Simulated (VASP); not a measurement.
# SnSe in VASP: a series of runs, part 3 of 3

VASP 6.6.1.

## (5) Single point, r2SCAN (atom 3 (Se) moved +0.270 Å towards its neighbour atom 2 (Sn) at 3.033 Å)

POSCAR

```
SnSe
1.0
    4.2853274191      0.0000000000      0.0000000000
    0.0000000000      4.2853274191      0.0000000000
    0.0000000000      0.0000000000     10.9906921300
Sn Se
2 2
Direct
    0.5000000000      0.0000000000      0.3722291100
    0.0000000000      0.5000000000      0.6277708900
    0.4554885282     -0.0445114718      0.6170838538
    0.0000000000      0.5000000000      0.3839605100
```

INCAR.step1

```
SYSTEM = SnSe
  ALGO = Normal
  EDIFF = 1E-4
  ENCUT = 520
  GGA = PE
  ISMEAR = 0
  LASPH = .TRUE.
  LCHARG = .FALSE.
  LREAL = .FALSE.
  LWAVE = .TRUE.
  NBANDS = 28
  NELM = 60
  PREC = Accurate
  SIGMA = 0.05
```

INCAR.step2

```
SYSTEM = SnSe
  ALGO = Normal
  EDIFF = 1E-6
  ENCUT = 520
  ISIF = 2
  ISMEAR = 0
  ISTART = 1
  LASPH = .TRUE.
  LCHARG = .FALSE.
  LMIXTAU = .TRUE.
  LREAL = .FALSE.
  LWAVE = .FALSE.
  METAGGA = R2SCAN
  NBANDS = 28
  NELM = 60
  PREC = Accurate
  SIGMA = 0.05
```

KPOINTS

```
k-points
0
G
  6 6 4
  0 0 0
```

Potentials or basis: VASP PAW PBE potentials, release 64 (Sn_d, Se).

The run is started by

```console
$ cat potpaw_PBE.64/Sn_d/POTCAR potpaw_PBE.64/Se/POTCAR > POTCAR
$ cp INCAR.step1 INCAR
$ mpirun -np 1 vasp_std > vasp.out
$ cp INCAR.step2 INCAR
$ mpirun -np 1 vasp_std > vasp.out
```

OUTCAR:

```text
SYSTEM = SnSe
   EDIFF = 1E-6
   ENCUT = 520
   ISIF = 2
   ISMEAR = 0
   ISTART = 1
   LASPH = .TRUE.
   LREAL = .FALSE.
   METAGGA = R2SCAN
   NELM = 60
   PREC = Accurate

 ion  position               nearest neighbor table
   1  0.500  0.000  0.372-   3 2.70   4 3.03   4 3.03   4 3.03   4 3.03
   2  0.000  0.500  0.628-   4 2.68   3 2.76   3 3.04   3 3.04
   3  0.455  0.955  0.617-   1 2.70   2 2.76   2 3.04   2 3.04
   4  0.000  0.500  0.384-   2 2.68   1 3.03   1 3.03   1 3.03   1 3.03

  LATTYP: Found a simple tetragonal cell.
 ALAT       =     4.2853274191
 C/A-ratio  =     2.5647263453

  Lattice vectors:

 A1 = (   4.2853274191,   0.0000000000,   0.0000000000)
 A2 = (   0.0000000000,   4.2853274191,   0.0000000000)
 A3 = (   0.0000000000,   0.0000000000,  10.9906921300)

Analysis of symmetry for initial positions (statically):
=====================================================================
 Subroutine PRICEL returns:
 Original cell was already a primitive cell.

 Routine SETGRP: Setting up the symmetry group for a
 simple tetragonal supercell.

 Subroutine GETGRP returns: Found  2 space group operations
 (whereof  1 operations were pure point group operations)
 out of a pool of 16 trial point group operations.

The static configuration has the point symmetry C_1 .
 The point group associated with its full space group is C_1h.

Analysis of symmetry for dynamics (positions and initial velocities):
=====================================================================
 Subroutine PRICEL returns:
 Original cell was already a primitive cell.

 Routine SETGRP: Setting up the symmetry group for a
 simple tetragonal supercell.

 Subroutine GETGRP returns: Found  2 space group operations
 (whereof  1 operations were pure point group operations)
 out of a pool of 16 trial point group operations.

The dynamic configuration has the point symmetry C_1 .
 The point group associated with its full space group is C_1h.

 Subroutine INISYM returns: Found  2 space group operations
 (whereof  1 operations are pure point group operations),
 and found     1 'primitive' translations

----------------------------------------------------------------------------------------

                                     Primitive cell

  volume of cell :     201.8334

  direct lattice vectors                    reciprocal lattice vectors
     4.285327419  0.000000000  0.000000000     0.233354398  0.000000000  0.000000000
     0.000000000  4.285327419  0.000000000     0.000000000  0.233354398  0.000000000
     0.000000000  0.000000000 10.990692130     0.000000000  0.000000000  0.090986081

  length of vectors
     4.285327419  4.285327419 10.990692130     0.233354398  0.233354398  0.090986081

  position of ions in fractional coordinates (direct lattice)
     0.500000000  0.000000000  0.372229110
     0.000000000  0.500000000  0.627770890
     0.455488528  0.955488528  0.617083854
     0.000000000  0.500000000  0.383960510

  ion indices of the primitive-cell ions
   primitive index   ion index
                 1           1
                 2           2
                 3           3
                 4           4

----------------------------------------------------------------------------------------

[... 23 lines left out ...]

 Following reciprocal coordinates:
            Coordinates               Weight
  0.000000  0.000000  0.000000      1.000000
  0.166667  0.000000  0.000000      4.000000
  0.333333  0.000000  0.000000      4.000000
  0.500000  0.000000  0.000000      2.000000
  0.166667  0.166667  0.000000      2.000000
 -0.166667  0.166667  0.000000      2.000000
[... 16 lines left out ...]
  0.333333  0.166667  0.250000      4.000000
 -0.166667  0.333333  0.250000      4.000000
 [... further k-points ...]
   k-points           NKPTS =     47   k-points in BZ     NKDIM =     47   number of bands    NBANDS=     28
   number of dos      NEDOS =    301   number of ions     NIONS =      4
   total plane-waves  NPLWV =  86016
   dimension x,y,z NGX =    32 NGY =   32 NGZ =   84
   dimension x,y,z NGXF=    64 NGYF=   64 NGZF=  168
   ions per type =               2   2
   NGX,Y,Z   is equivalent  to a cutoff of  12.41, 12.41, 12.71 a.u.
   NGXF,Y,Z  is equivalent  to a cutoff of  24.83, 24.83, 25.41 a.u.
 SYSTEM =  SnSe
   PREC   = accura    normal or accurate (medium, high low for compatibility)
   ISTART =      1    job   : 0-new  1-cont  2-samecut
   ICHARG =      0    charge: 1-file 2-atom 10-const
   ISPIN  =      1    spin polarized calculation?
   LNONCOLLINEAR =      F non collinear calculations
   LSORBIT =      F    spin-orbit coupling
   LASPH  =      T    aspherical Exc in radial PAW
   ENCUT  =  520.0 eV  38.22 Ry    6.18 a.u.   7.97  7.97 20.44*2*pi/ulx,y,z
   NELM   =     60;   NELMIN=  2; NELMDL=  0     # of ELM steps
   EDIFF  = 0.1E-05   stopping-criterion for ELM
   LREAL  =      F    real-space projection
   EDIFFG = 0.1E-04   stopping-criterion for IOM
   NSW    =      0    number of steps for IOM
   IBRION =     -1    ionic relax: 0-MD 1-quasi-New 2-CG
   NFREE  =      0    steps in history (QN), initial steepest desc. (CG)
   ISIF   =      2    stress and relaxation
   ISYM   =      2    0-nonsym 1-usesym 2-fastsym
   POTIM  = 0.5000    time-step for ionic-motion
   TEBEG  =    0.0;   TEEND  =   0.0 temperature during run
   PSTRESS=    0.0 pullay stress
   NELECT =      40.0000    total number of electrons
   NUPDOWN=      -1.0000    fix difference up-down
   EMIN   =  10.00;   EMAX   =-10.00  energy-range for DOS
   EFERMI =   0.00;   METHOD = LEGACY
   ISMEAR =     0;   SIGMA  =   0.05  broadening in eV -4-tet -1-fermi 0-gaus
   EFERMI_NEDOS =   21; number of points for ismear=-14 and -15
   IALGO  =     38    algorithm
   IMIX   =      4    mixing-type and parameters
     AMIX     =   0.40;   BMIX     =  1.00
     AMIX_MAG =   1.60;   BMIX_MAG =  1.00
  volume/ion in A,a.u.               =      50.46       340.51
  Fermi-wavevector in a.u.,A,eV,Ry     =   0.954473  1.803693 12.395171  0.911019
  Thomas-Fermi vector in A             =   2.083223
   LORBIT       =      0    0 simple, 1 ext, 2 COOP (PROOUT), +10 PAW based schemes
   METAGGA = R2SCAN    functional components
   LHFCALC =     F    Hartree Fock is set to
   AEXX    =    0.0000 exact exchange contribution
   IVDW    =     0    specifies the selected vdW correction
   LEPSILON=     F    determine dielectric tensor
   LRPA    =     F    only Hartree local field effects (RPA)
 non-spin polarized calculation
 Gauss-broadening in eV      SIGMA  =   0.05
  energy-cutoff  :      520.00
  volume of cell :      201.83
 maximum number of plane-waves:      5480
   NGX = 15   NGY = 15   NGZ = 41

 number of electron      40.0000021 magnetization

 Free energy of the ion-electron system (eV)
  ---------------------------------------------------
  ext. energy  EPLUGINS =         0.00000000
  ---------------------------------------------------
  free energy    TOTEN  =       -79.52094886 eV

  energy without entropy =      -79.52094886  energy(sigma->0) =      -79.52094886

 E-fermi :   0.6369     XC(G=0):  -6.2077

 val. band max:        0.4157685477   @ k =   0.3333   0.0000   0.5000
 cond. band min:       2.1171933645   @ k =   0.5000   0.0000   0.0000
 fundamental gap:      1.7014248168
 Fermi energy:         0.6368733059

 k-point     1 :       0.0000    0.0000    0.0000
  band No.  band energies     occupation
      1     -21.3549      2.00000
      2     -21.3496      2.00000
      3     -21.3235      2.00000
      4     -21.2943      2.00000
      5     -21.2939      2.00000
      6     -21.2554      2.00000
[... 733 lines left out ...]
     27       6.2814      0.00000
     28       7.0162      0.00000

 [... further k-points ...]

------------------------ aborting loop because EDIFF is reached ----------------------------------------

  FORCE on cell =-STRESS in cart. coord.  units (eV):
  Direction    XX          YY          ZZ          XY          YZ          ZX
  --------------------------------------------------------------------------------------
  -------------------------------------------------------------------------------------
  Total        0.5023480      0.5023480      0.0955510      0.4632305      0.6198408      0.6198487
  in kB        3.9876978      3.9876978      0.7584950      3.6771779      4.9203691      4.9204318
  external PRESSURE =       2.9112969 kB  Pullay stress =       0.0000000 kB

 VOLUME and BASIS-vectors are now :
 -----------------------------------------------------------------------------
  energy-cutoff  :      520.00
  volume of cell :      201.83
      direct lattice vectors                 reciprocal lattice vectors
     4.285327419  0.000000000  0.000000000     0.233354398  0.000000000  0.000000000
     0.000000000  4.285327419  0.000000000     0.000000000  0.233354398  0.000000000
     0.000000000  0.000000000 10.990692130     0.000000000  0.000000000  0.090986081

 POSITION                                       TOTAL-FORCE (eV/Angst)
 -----------------------------------------------------------------------------------
      2.14266      0.00000      4.09106         0.037344      0.037344      0.033271
      0.00000      2.14266      6.89964        -0.092168     -0.092168      0.086950
      1.95192      4.09458      6.78218         0.339961      0.339961     -0.036152
      0.00000      2.14266      4.21999        -0.285138     -0.285138     -0.084069
 -----------------------------------------------------------------------------------
    total drift:                               -0.000456     -0.000456      0.000065

  FREE ENERGIE OF THE ION-ELECTRON SYSTEM (eV)
  ---------------------------------------------------
  free  energy   TOTEN  =       -79.5209488629 eV

  energy  without entropy=      -79.5209488628  energy(sigma->0) =      -79.52094886
```

Wall time 11 min (1 thread of Intel Xeon Platinum 8259CL at 2.50GHz (Skylake/Cascade Lake), shared host); peak memory 0.46 GiB.

What came out:

| Property | Result |
| --- | --- |
| Free energy | -79.5209 eV |
| Largest force | 0.482 eV/Å |
| Band gap on the k mesh | 1.70 eV (least direct gap 1.74 eV) |

Forces in eV/Å, atoms in the order of the input:
```
Sn   0.037  0.037  0.033
Sn  -0.092 -0.092  0.087
Se   0.340  0.340 -0.036
Se  -0.285 -0.285 -0.084
```

Levels at points of the mesh, in eV from the valence-band top:
| k point | band 17 | band 18 | band 19 | band 20 | band 21 | band 22 | band 23 | band 24 |
| --- | --- | --- | --- | --- | --- | --- | --- | --- |
| (0.00, 0.00, 0.00) | -3.08 | -1.81 | -1.77 | -0.25 | 1.94 | 3.83 | 4.21 | 4.91 |
| (0.50, 0.00, 0.00) | -1.84 | -1.49 | -0.08 | -0.04 | 1.70 | 1.85 | 2.33 | 2.83 |
| (0.50, 0.50, 0.00) | -3.30 | -3.23 | -1.74 | -1.69 | 3.79 | 4.06 | 5.21 | 5.33 |
| (0.00, 0.00, 0.50) | -3.08 | -1.81 | -1.77 | -0.25 | 1.80 | 3.83 | 4.86 | 4.96 |
| (0.50, 0.00, 0.50) | -1.84 | -1.49 | -0.08 | -0.04 | 1.70 | 1.85 | 2.33 | 2.83 |
| (0.50, 0.50, 0.50) | -3.30 | -3.23 | -1.74 | -1.69 | 3.77 | 4.02 | 5.27 | 5.36 |

Caveat: the cell differs from its parent crystal (atom 3 (Se) moved +0.270 Å towards its neighbour atom 2 (Sn) at 3.033 Å); the PAW data sets were made with another functional, which shifts forces and pressure a little; spin-orbit coupling is left out, which moves the levels of the heavy elements.

## (6) Overview

| cell | gap on the mesh (eV) | largest force (eV/Å) |
| --- | --- | --- |
| as given, atomic positions A | 1.55 | 1.43 |
| as given, atomic positions B | 1.64 | 0.86 |
| as given, atomic positions C | 1.66 | 0.87 |
| as given, atomic positions D | 1.70 | 0.48 |

Alike in all rows: task single point; level r2SCAN; potentials or basis VASP PAW PBE potentials, release 64 (Sn_d, Se); no spin polarisation; k mesh 6 × 6 × 4; cutoff (eV) 520; smearing gaussian 0.05 eV.

Caveats: the PAW data sets were made with another functional, which shifts forces and pressure a little; spin-orbit coupling is left out, which moves the levels of the heavy elements.

Total energies depend on the potentials used, so only differences within one code and one set of settings carry meaning.
